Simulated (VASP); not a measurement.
## MgO: single point with LDA

Crystal: MgO.

```
CELL_PARAMETERS angstrom
2.08062 -2.08062 0.00000
2.08062 0.00000 -2.08062
8.52455 8.52455 8.52455
ATOMIC_POSITIONS crystal
Mg 0.00000 0.00000 0.36611
Mg 0.33333 0.33333 0.20339
Mg 0.66667 0.66667 0.52883
Mg 0.00000 0.00000 0.85426
Mg 0.33333 0.33333 0.69154
Mg 0.66667 0.66667 0.04068
O 0.66667 0.66667 0.28475
O 0.00000 0.00000 0.12204
O 0.33333 0.33333 0.44747
O 0.66667 0.66667 0.77290
O 0.00000 0.00000 0.61018
O 0.33333 0.33333 0.93562
```

| Item | Value |
| --- | --- |
| Program | VASP 6.6.1 |
| Task | single point |
| Functional | LDA |
| Potentials or basis | VASP PAW LDA potentials, release 64 (Mg, O) |
| Cutoff | 520 eV |
| k mesh | 9 × 9 × 2 |
| Occupations | gaussian, width 0.05 eV |
| Spin | no spin polarisation |
| Dipole correction | no |
| Further INCAR settings | ALGO = Normal; EDIFF = 1e-06; NBANDS = 36 |

- Pressure: -4.6 GPa
- Largest force: 2.698 eV/Å
- Band gap on the k mesh: 3.19 eV, direct

Forces on the atoms (eV/Å):
```
Mg   0.198  0.198  0.198
Mg   0.193  0.193  0.193
Mg   0.198  0.198  0.198
Mg   0.608  0.608  0.608
Mg   0.196  0.196  0.196
Mg  -1.558 -1.558 -1.558
O   -0.197 -0.197 -0.197
O   -0.219 -0.219 -0.219
O   -0.198 -0.198 -0.198
O   -0.196 -0.196 -0.196
O   -0.198 -0.198 -0.198
O    1.172  1.172  1.172
```

Stress tensor (GPa, compression positive):
```
-4.62 -2.73 -2.73
-2.73 -4.62 -2.73
-2.73 -2.73 -4.62
```

Levels at points of the mesh, in eV from the valence-band top:
```tsv
k point	band 20	band 21	band 22	band 23	band 24	band 25	band 26	band 27	band 28	band 29
(0.00, 0.00, 0.00)	-1.15	-0.90	-0.90	0.00	0.00	3.19	4.69	5.17	6.16	6.59
(0.00, 0.00, 0.50)	-1.36	-0.90	-0.90	0.00	0.00	3.36	4.26	5.66	5.99	6.53
```

Run time: 47 s on 1 thread of Intel(R) Xeon(R) 6975P-C (Granite Rapids), with other jobs on the host, peak memory 0.24 GiB.

Caveat: forces of over 1 eV/Å act on the atoms, so gaps and moduli don't describe the material at rest. A k mesh can miss the band edges.
